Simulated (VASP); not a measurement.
A run of VASP 6.6.1 is set up as follows.

Contents of INCAR:

```
PREC = Accurate
ENCUT = 520
EDIFF = 1E-7
ISMEAR = -1
SIGMA = 0.05
LREAL = F
LASPH = T
NELM = 60
ALGO = Fast
ISIF = 2
LWAVE = F
LCHARG = F
NBANDS = 21
```

File KPOINTS:

```
Automatic mesh
0
Gamma
  11 11 6
```

File POSCAR:

```
Ru
1.0
    2.6732581370      0.0000000000      0.0000000000
   -1.3366290685      2.3151094575      0.0000000000
    0.0000000000      0.0000000000      4.2297277235
Ru
2
Direct
    0.6666666667      0.3333333333      0.7500000000
    0.3333333333      0.6666666667      0.2500000000
```

Potentials or basis: VASP PAW LDA potentials, release 64 (Ru_pv).

Run with:

```console
$ cat potpaw_LDA.64/Ru_pv/POTCAR > POTCAR
$ mpirun -np 1 vasp_std > vasp.out
```

Question: Predict the pressure.

Answer: 1.0 GPa.

Question: Estimate the band gap on the k mesh.

Answer: Zero (bands 14 and 15 overlap by 3.26 eV).

Stress tensor (GPa, compression positive):
```
0.91 0.00 0.00
0.00 0.91 0.00
0.00 0.00 1.06
```
